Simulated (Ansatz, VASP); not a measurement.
# Cd: VASP beside Ansatz

INCAR

```
PREC = Accurate ; ENCUT = 520
EDIFF = 1E-6 ; ISMEAR = 0
SIGMA = 0.15 ; LREAL = False
LASPH = True ; NELM = 60
ALGO = Fast ; ISIF = 2
LWAVE = False ; LCHARG = True
GGA = PS ; LELF = True
LVHAR = True ; NBANDS = 19
```

Contents of KPOINTS:

```
regular mesh
0
Gamma
  18 18 8
```

POSCAR

```
Cd
1.0
    2.9044006954      0.0000000000      0.0000000000
   -1.4522003477      2.5152847850      0.0000000000
    0.0000000000      0.0000000000      5.4772087500
Cd
2
Direct
    0.3333333333      0.6666666667      0.2500000000
    0.6666666667      0.3333333333      0.7500000000
```

Input for Ansatz:

```yaml
crystal:
  lattice:
    - [2.9044006954, 0.0, 0.0]
    - [-1.4522003477, 2.515284785, 0.0]
    - [0.0, 0.0, 5.47720875]
  atoms:
    - { symbol: Cd, position: [0.3333333333, 0.6666666667, 0.25] }
    - { symbol: Cd, position: [0.6666666667, 0.3333333333, 0.75] }
basis:
  ecutwfc: 420
kpoints:
  mp_grid: { grid: [18, 18, 8] }
hamiltonian:
  xc: pbesol
scf:
  occupations: { method: gaussian, width: 0.15 }
output:
  forces: true
  stress: true
  eigenvalues: true
```

Change from the starting cell: strain -0.025 along x and y, -0.025 along z, atoms carried along.

Alike in both runs: task single point; functional PBEsol; k mesh 18 × 18 × 8; occupations gaussian, width 0.15 eV; no spin polarisation.

|  | VASP | Ansatz |
| --- | --- | --- |
| version | VASP 6.6.1 | Ansatz 0.2.0 |
| potentials or method | VASP PAW PBE potentials, release 64 (Cd), cutoff 520 eV | scalar-relativistic, plane waves, PAW |
| valence electrons in the cell | 24 | 40 |

```csv
,VASP,Ansatz,Ansatz less VASP
gap on the k mesh at the Fermi level (eV),none,none,-
pressure (GPa),4.0,3.5,-0.54
"traceless stress, the component that is largest in VASP (GPa)",-1.01,-0.81,+0.195
```

VASP's potentials were made for PBE, not for PBEsol. A gap of «none» marks a metal or a gap that the smearing closes. The functional is the same, so the differences come from potentials, cutoffs and numerics. VASP's potentials hold 24 valence electrons a cell and Ansatz's 40, so a difference there can come from the potentials and not from the codes.
